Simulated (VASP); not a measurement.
Write the native input for VASP 6.6.1 that does the following.

```yaml
Task: single point
Functional: PBE
Potentials_or_basis: VASP PAW PBE potentials, release 64 (Pb_d)
Cutoff: 520 eV
k_mesh: 16 × 16 × 16
Occupations: gaussian, width 0.15 eV
Spin: no spin polarisation
Dipole_correction: no
Further_INCAR_settings: ALGO = Fast; EDIFF = 1e-07; NBANDS = 13
```

The structure of Pb lies in POSCAR:

```
Pb
1.0
    0.0000000000      2.5315450000      2.4080550000
    2.5315450000      0.0000000000      2.4080550000
    2.5315450000      2.5315450000      0.0000000000
Pb
1
Direct
    0.0000000000      0.0000000000      0.0000000000
```

This cell differs from its parent crystal: strain +0.025 along x and y, -0.025 along z.

One way to write it, as run:

INCAR

```
PREC = Accurate
ENCUT = 520
EDIFF = 1E-7
ISMEAR = 0
SIGMA = 0.15
LREAL = F
LASPH = T
NELM = 100
ALGO = Fast
ISIF = 2
LWAVE = F
LCHARG = T
GGA = PE
LELF = T
LVHAR = T
NBANDS = 13
```

KPOINTS

```
regular mesh
0
Gamma
  16 16 16
```

Potentials or basis: VASP PAW PBE potentials, release 64 (Pb_d).

Command:

```sh
$ cat potpaw_PBE.64/Pb_d/POTCAR > POTCAR
$ mpirun -np 1 vasp_std > vasp.out
```

It gave:

| Property | Result |
| --- | --- |
| Pressure | 1.4 GPa |
| Band gap on the k mesh | zero (bands 7 and 8 overlap by 8.94 eV) |

Caveat: the cell differs from its parent crystal (strain +0.025 along x and y, -0.025 along z); spin-orbit coupling is left out, which moves the levels of the heavy elements.

It took 4.8 min on 1 thread of Intel Xeon 8259CL (shared host), peak memory 0.26 GiB.
